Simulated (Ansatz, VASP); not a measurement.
**Al2Cu: VASP beside Ansatz**

```
Al Cu
1.0
     0.00068   -0.00164    4.92575
     3.01977   -3.01996   -2.46387
     6.01068    6.01190    0.00073
Al Cu
8 4
Direct
  0.09156 0.18238 0.25012
  0.59139 0.18198 0.74991
  0.74997 0.50018 0.40880
  0.25003 0.49992 0.90894
  0.74994 0.50000 0.09103
  0.24956 0.49976 0.59100
  0.40916 0.81797 0.25006
  0.90856 0.81785 0.74992
  0.74990 0.99983 0.00017
  0.24995 0.00003 0.49987
  0.24995 0.99997 0.99997
  0.75001 0.00014 0.50023
```

Change from the starting cell: cell x2, atoms moved at random (sigma 0.15 Å) and cell strained at random (1.5 %), then relaxed without symmetry.

Alike in both runs: functional PBE; k mesh 6 × 6 × 4; occupations gaussian, width 0.2 eV; no spin polarisation.

Ansatz relaxed the structure, and its values are those at the end. VASP's run is a single point on that final structure, the one shown.

|  | VASP | Ansatz |
| --- | --- | --- |
| version | VASP 6.6.1 | Ansatz 0.2.0 |
| potentials or method | VASP PAW PBE potentials, release 64 (Al, Cu), cutoff 520 eV | scalar-relativistic, plane waves, PAW |
| valence electrons in the cell | 68 | 100 |

```csv
,VASP,Ansatz,Ansatz less VASP
gap on the k mesh at the Fermi level (eV),none,none,-
pressure (GPa),0.2,0.1,-0.04
rms of the force components (eV/Å),0.007,0.006,-0.0012
```

A gap of «none» marks a metal or a gap that the smearing closes. VASP's potentials hold 68 valence electrons a cell and Ansatz's 100, so a difference there can come from the potentials and not from the codes.
